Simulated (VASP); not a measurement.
InP: single point with PBE

InP:

```xyz
54
Lattice="0.0000 8.7915 8.7915 8.7915 0.0000 8.7915 8.7915 8.7915 0.0000" Properties=species:S:1:pos:R:3 pbc="T T T"
In    0.0000    0.0000    0.0000
In    2.9305    2.9305    0.0000
In    5.8610    5.8610    0.0000
In    2.9305    0.0000    2.9305
In    5.8610    2.9305    2.9305
In    8.7915    5.8610    2.9305
In    5.8610    0.0000    5.8610
In    8.7915    2.9305    5.8610
In   11.7220    5.8610    5.8610
In    0.0000    2.9305    2.9305
In    2.9305    5.8610    2.9305
In    5.8610    8.7915    2.9305
In    2.9305    2.9305    5.8610
In    5.8610    5.8610    5.8610
In    8.7915    8.7915    5.8610
In    5.8610    2.9305    8.7915
In    8.7915    5.8610    8.7915
In   11.7220    8.7915    8.7915
In    0.0000    5.8610    5.8610
In    2.9305    8.7915    5.8610
In    5.8610   11.7220    5.8610
In    2.9305    5.8610    8.7915
In    5.8610    8.7915    8.7915
In    8.7915   11.7220    8.7915
In    5.8610    5.8610   11.7220
In    8.7915    8.7915   11.7220
In   11.7220   11.7220   11.7220
P     1.4652    1.4652    1.4652
P     4.3957    4.3957    1.4652
P     7.3262    7.3262    1.4652
P     4.3957    1.4652    4.3957
P     7.3263    4.3957    4.3957
P    10.2568    7.3262    4.3957
P     7.3262    1.4652    7.3262
P    10.2568    4.3957    7.3262
P    13.1872    7.3262    7.3262
P     1.4652    4.3957    4.3957
P     4.3957    7.3263    4.3957
P     7.3262   10.2568    4.3957
P     4.3957    4.3957    7.3263
P     7.3263    7.3263    7.3263
P    10.2568   10.2568    7.3263
P     7.3262    4.3957   10.2568
P    10.2568    7.3263   10.2568
P    13.1872   10.2568   10.2568
P     1.4652    7.3262    7.3262
P     4.3957   10.2568    7.3262
P     7.3262   13.1872    7.3262
P     4.3957    7.3262   10.2568
P     7.3263   10.2568   10.2568
P    10.2568   13.1872   10.2568
P     7.3262    7.3262   13.1872
P    10.2568   10.2568   13.1872
P    13.1872   13.1872   13.1872
```

- Program: VASP 6.6.1
- Task: single point
- Functional: PBE
- Potentials or basis: VASP PAW PBE potentials, release 64 (In_d, P)
- Cutoff: 520 eV
- k mesh: 1 × 1 × 1
- Occupations: gaussian, width 0.05 eV
- Spin: no spin polarisation

```json
{
  "Pressure": "4.1 GPa",
  "Band gap on the k mesh": "0.68 eV"
}
```

Levels at points of the mesh, in eV from the valence-band top:
```
           k point  band 239  band 240  band 241  band 242  band 243  band 244  band 245  band 246  band 247  band 248
(0.00, 0.00, 0.00)     -0.79     -0.79      0.00      0.00      0.00      0.68      1.60      1.60      1.60      1.60
```

Run time: 27 min on 1 thread of Intel Xeon 8259CL, on a shared host, peak memory 1.5 GiB.

Caveat: the k points lie up to 0.62 Å⁻¹ apart; semilocal functionals underestimate gaps, and a narrow one can read as zero; spin-orbit coupling is left out, which moves the levels of the heavy elements; an odd mesh through Γ misses points on the zone boundary, where band edges can lie.
